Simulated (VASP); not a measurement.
A run of VASP 6.6.1 is set up as follows.

File INCAR:

```
SYSTEM = In
PREC = Accurate
ENCUT = 520
EDIFF = 1E-6
ISMEAR = -1
SIGMA = 0.1
LREAL = .FALSE.
LASPH = .TRUE.
NELM = 80
ALGO = Normal
ISIF = 2
LWAVE = .FALSE.
LCHARG = .FALSE.
GGA = RE
NBANDS = 20
```

File KPOINTS:

```
Automatic mesh
0
G
  13 13 11
  0 0 0
```

Contents of POSCAR:

```
In
1.0
   -4.0466356665      4.0180298356      1.6563994889
    4.0180298356     -4.0466356665      1.6563994889
    2.2333545861      2.2333545861     -1.7087911206
In
2
Direct
    0.9991831451      0.0008168549      1.0000000000
    0.7508168549      0.2491831451      0.5000000000
```

Potentials or basis: VASP PAW PBE potentials, release 64 (In_d).

The run is started by

```console
$ cat potpaw_PBE.64/In_d/POTCAR > POTCAR
$ mpirun -np 1 vasp_std > vasp.out
```

Question: Estimate the band gap on the k mesh.

Answer: Zero (band 13 reaches 9.66 eV, above the bottom of band 14 at 3.71 eV).

Question: Estimate the largest force.

Answer: 0.015 eV/Å.

Question: Estimate the pressure.

Answer: -1.1 GPa.

Stress tensor (GPa, compression positive):
```
-1.18 -0.23  0.08
-0.23 -1.18  0.08
 0.08  0.08 -0.86
```

Caveat: the PAW data sets were made with another functional, which shifts forces and pressure a little; spin-orbit coupling is left out, which moves the levels of the heavy elements.
